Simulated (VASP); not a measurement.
Crystal: Rh.

```xyz
4
Lattice="2.7445 0.0000 0.0000 -1.3723 2.3768 0.0000 0.0000 0.0000 8.9706" Properties=species:S:1:pos:R:3 pbc="T T T"
Rh    1.3723    0.7923    6.7280
Rh    0.0000    0.0000    4.4853
Rh    0.0000    1.5846    2.2427
Rh    0.0000    0.0000    0.0000
```

This isn't the form of Rh at room conditions, which is fcc.

Base run:

```yaml
Program: VASP 6.6.1
Functional: PBEsol
Potentials_or_basis: VASP PAW PBE potentials, release 64 (Rh_pv)
Cutoff: 520 eV
k_mesh: 11 × 11 × 3
Occupations: fermi-dirac, width 0.05 eV
Spin: no spin polarisation
```

Its results: band gap on the k mesh zero (bands 30 and 31 overlap by 1.48 eV); pressure -18.8 GPa.

**Question.** The run is repeated on the same cell with these changes: functional from PBEsol to PBE; further incar settings from ALGO = Fast; EDIFF = 1e-07; NBANDS = 38 to ALGO = Normal; EDIFF = 1e-06; NBANDS = 38. What comes out?

**Answer.** Band gap on the k mesh zero (bands 30 and 31 overlap by 1.48 eV); pressure -8.9 GPa.

Caveats: the cell stands under tension; the PAW data sets were made with another functional, which shifts forces and pressure a little (at least some runs).
